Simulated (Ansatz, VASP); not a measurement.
Two plane-wave programs on GaN

```xyz
4
Lattice="0.0000 -2.2491 -2.2192 0.0000 2.2491 -2.2192 4.4384 0.0000 0.0000" Properties=species:S:1:pos:R:3 pbc="T T T"
Ga    2.2192    0.0000   -2.2192
Ga    0.0000    0.0000    0.0000
N     1.1096    1.1245   -1.1096
N     3.3288   -1.1245   -1.1096
```

Change from the starting cell: mode 11 frozen in at +0.000 Å, equal normal strain along x and y -0.0133.

Alike in both runs: task single point; functional PBEsol; k mesh 8 × 8 × 6; occupations gaussian, width 0.05 eV; no spin polarisation.

|  | VASP | Ansatz |
| --- | --- | --- |
| version | VASP 6.6.1 | Ansatz 0.2.0 |
| potentials or method | VASP PAW PBE potentials, release 64 (Ga_d, N), cutoff 520 eV | scalar-relativistic, plane waves, PAW |
| valence electrons in the cell | 36 | 36 |

|  | VASP | Ansatz | Ansatz less VASP |
| --- | --- | --- | --- |
| gap on the k mesh at the Fermi level (eV) | 1.87 | 1.85 | -0.016 |
| least direct gap on the mesh (eV) | 1.87 | 1.85 | -0.016 |
| pressure (GPa) | 5.1 | 5.3 | +0.23 |
| traceless stress, the component that is largest in VASP (GPa) | -1.12 | -1.11 | +0.010 |

VASP's potentials were made for PBE, not for PBEsol, and Ansatz warns of the same on its side.
